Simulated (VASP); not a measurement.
LaFeGe:

```
La Ge Fe
1.0
     4.23181    0.00000    0.00000
    -2.11590    3.66485    0.00000
     0.00000    0.00000    4.28578
La Ge Fe
1 1 1
Cartesian
  0.0000 0.0000 0.0000
  2.1159 1.2216 2.1429
  0.0000 2.4432 2.1429
```

Base run:

- Program: VASP 6.6.1
- Functional: PBE
- Potentials or basis: VASP PAW PBE potentials, release 64 (La, Ge_d, Fe)
- Cutoff: 520 eV
- k mesh: 7 × 7 × 6
- Occupations: fermi-dirac, width 0.05 eV
- Spin: collinear spin, ferromagnetic start
- Starting moments: [0.0, 0.0, 3.0] μB

Its results: pressure -0.4 GPa.

Task: The run is repeated on the same cell with these changes: potentials or basis from VASP PAW PBE potentials, release 64 (La, Ge_d, Fe) to VASP PAW PBE potentials, release 64 (La, Ge_d, Fe_sv); cutoff from 520 eV to 690 eV; spin from collinear spin, ferromagnetic start to no spin polarisation; valence electrons from 33 to 41. What comes out?

Result: Pressure -4.0 GPa.

Caveats: the cell stands under tension (at least some runs).
